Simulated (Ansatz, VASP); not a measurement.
# Two plane-wave programs on GaN

```xyz
4
Lattice="3.1851 0.0000 0.0000 -1.5925 2.7584 0.0000 0.0000 0.0000 5.1896" Properties=species:S:1:pos:R:3 pbc="T T T"
Ga    0.0000    1.8389   -0.0042
Ga    1.5925    0.9195    2.5906
N     0.0000    1.8389    1.9503
N     1.5925    0.9195    4.5451
```

Alike in both runs: functional PBE; dispersion D4; k mesh 12 × 12 × 4; no spin polarisation.

Ansatz relaxed the structure, and its values are those at the end. VASP's run is a single point on that final structure, the one shown.

|  | VASP | Ansatz |
| --- | --- | --- |
| version | VASP 6.6.1 | Ansatz 0.2.0 |
| potentials or method | VASP PAW PBE potentials, release 64 (Ga_d, N) | plane waves, PAW |
| plane-wave cutoff (eV) | 520 | 420 |
| occupations | gaussian, width 0.01 eV | fixed |
| valence electrons in the cell | 36 | 36 |

Ansatz gave:

```
pressure (GPa) : 0.0
```

Problem. What did VASP give for the same quantities?

Solution. Pressure (GPa): 0.1.
